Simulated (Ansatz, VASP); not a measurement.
Rh: VASP beside Ansatz

```
Rh
1.0
     4.44632    0.00000    0.00000
    -2.22316    3.85063    0.00000
     0.00000    0.00000    2.72673
Rh
3
Direct
  0.00000 0.00000 0.00000
  0.33333 0.66667 0.50000
  0.66667 0.33333 0.50000
```

Alike in both runs: task single point; functional PBEsol; k mesh 10 × 10 × 13; occupations fermi-dirac, width 0.1 eV; no spin polarisation.

|  | VASP | Ansatz |
| --- | --- | --- |
| version | VASP 6.6.1 | Ansatz 0.2.0 |
| potentials or method | VASP PAW PBE potentials, release 64 (Rh_pv), cutoff 520 eV | plane waves (420 eV) with PAW, scalar-relativistic |
| valence electrons in the cell | 45 | 51 |

```csv
,VASP,Ansatz,Ansatz less VASP
pressure (GPa),-23.3,-23.2,+0.12
"traceless stress, the component that is largest in VASP (GPa)",0.65,0.69,+0.041
```

VASP's potentials were made for PBE, not for PBEsol, and Ansatz warns of the same on its side. With one functional, cell and mesh, what is left measures potentials, basis and numerics. VASP's potentials hold 45 valence electrons a cell and Ansatz's 51, so a difference there can come from the potentials and not from the codes.
